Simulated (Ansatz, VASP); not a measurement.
**One calculation of TiAl, two programs**

The input POSCAR:

```
TiAl
1.0
    3.0180000000     -0.0251500000      0.0000000000
   -0.0251500000      3.0180000000      0.0000000000
    0.0000000000      0.0000000000      3.0180000000
Ti Al
1 1
Direct
    0.5000000000      0.5000000000      0.5000000000
    0.0000000000      0.0000000000      0.0000000000
```

File INCAR.step1:

```
SYSTEM = TiAl
PREC = Accurate
ENCUT = 520
ISMEAR = 1
SIGMA = 0.1
LREAL = .False.
LASPH = .True.
NELM = 100
NBANDS = 14
GGA = PE
ALGO = Normal
EDIFF = 1E-4
LWAVE = .True.
LCHARG = .False.
```

The input INCAR.step2:

```
SYSTEM = TiAl
PREC = Accurate
ENCUT = 520
EDIFF = 1E-7
ISMEAR = 1
SIGMA = 0.1
LREAL = .False.
LASPH = .True.
NELM = 100
ALGO = Normal
ISIF = 2
LWAVE = .False.
LCHARG = .False.
METAGGA = R2SCAN
LMIXTAU = .True.
NBANDS = 14
ISTART = 1
```

File KPOINTS:

```
Automatic mesh
0
Gamma
  11 11 11
  0 0 0
```

Input for Ansatz:

```yaml
crystal:
  lattice:
    - [3.018, -0.025150000000000002, 0.0]
    - [-0.025150000000000002, 3.018, 0.0]
    - [0.0, 0.0, 3.018]
  atoms:
    - { symbol: Ti, position: [0.5, 0.5, 0.5] }
    - { symbol: Al, position: [0.0, 0.0, 0.0] }
basis:
  ecutwfc: 650.0
kpoints:
  mp_grid:
    grid: [11, 11, 11]
hamiltonian:
  xc: r2scan
scf:
  occupations:
    method: cold
    width: 0.1
output:
  stress: true
```

Alike in both runs: task single point; functional r2SCAN; k mesh 11 × 11 × 11; no spin polarisation.

```csv
,VASP,Ansatz
version,VASP 6.6.1,Ansatz 0.2.0
potentials or method,"VASP PAW PBE potentials, release 64 (Ti_sv, Al), cutoff 520 eV","plane waves, PAW"
occupations,"methfessel-paxton of order 1, width 0.1 eV","cold, width 0.1 eV"
valence electrons in the cell,15,15
```

VASP gave:

| Property | Result |
| --- | --- |
| pressure (GPa) | 24.0 |
| traceless stress, the component that is largest in VASP (GPa) | 2.12 |

Question: Estimate Ansatz's values.

Answer: Pressure (GPa): 23.8; traceless stress, the component that is largest in VASP (GPa): 2.11.

VASP's potentials were made for PBE, not for r2SCAN.
